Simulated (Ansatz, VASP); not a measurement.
Pd in VASP and in Ansatz

Contents of INCAR:

```
PREC = Accurate
ENCUT = 520
EDIFF = 1E-6
ISMEAR = -1
SIGMA = 0.05
LREAL = F
LASPH = T
NELM = 60
ALGO = Normal
ISIF = 2
LWAVE = F
LCHARG = F
GGA = PE
NBANDS = 11
```

The input KPOINTS:

```
Automatic mesh
0
Gamma
  18 18 18
```

File POSCAR:

```
Pd
1.0
    0.0000000000      1.9513615093      1.9513615093
    1.9513615093      0.0000000000      1.9513615093
    1.9513615093      1.9513615093      0.0000000000
Pd
1
Direct
    0.0000000000      0.0000000000      0.0000000000
```

Input for Ansatz:

```yaml
crystal:
  lattice:
    - [0.0, 1.9513615093, 1.9513615093]
    - [1.9513615093, 0.0, 1.9513615093]
    - [1.9513615093, 1.9513615093, 0.0]
  atoms:
    - { symbol: Pd, position: [0.0, 0.0, 0.0] }
kpoints:
  mp_grid: { grid: [18, 18, 18] }
  band_path:
    path:
      - [0.0, 0.0, 0.0]
      - [0.5, 0.0, 0.5]
      - [0.625, 0.25, 0.625]
      - [0.375, 0.375, 0.75]
      - [0.0, 0.0, 0.0]
      - [0.5, 0.5, 0.5]
      - [0.5, 0.25, 0.75]
      - [0.5, 0.0, 0.5]
    npoints: 5
scf:
  occupations: { method: fermi_dirac, width: 0.05 }
hamiltonian:
  xc: pbe
  pseudopotentials: { kind: all_electron, lapw: { basis_error: 0.00025 } }
output:
  forces: true
  stress: true
  eigenvalues: true
```

Change from the starting cell: volume scaled by 1.01.

Alike in both runs: task single point; functional PBE; k mesh 18 × 18 × 18; occupations fermi-dirac, width 0.05 eV; no spin polarisation.

|  | VASP | Ansatz |
| --- | --- | --- |
| version | VASP 6.6.1 | Ansatz 0.2.0 |
| potentials or method | VASP PAW PBE potentials, release 64 (Pd), cutoff 520 eV | all-electron LAPW, scalar-relativistic |

Ansatz gave:

| Quantity | Value |
| --- | --- |
| pressure (GPa) | 5.5 |

Question: What did VASP give for the same quantities?

Answer: Pressure (GPa): 5.2.

Ansatz ran all-electron here, and VASP with PAW potentials.
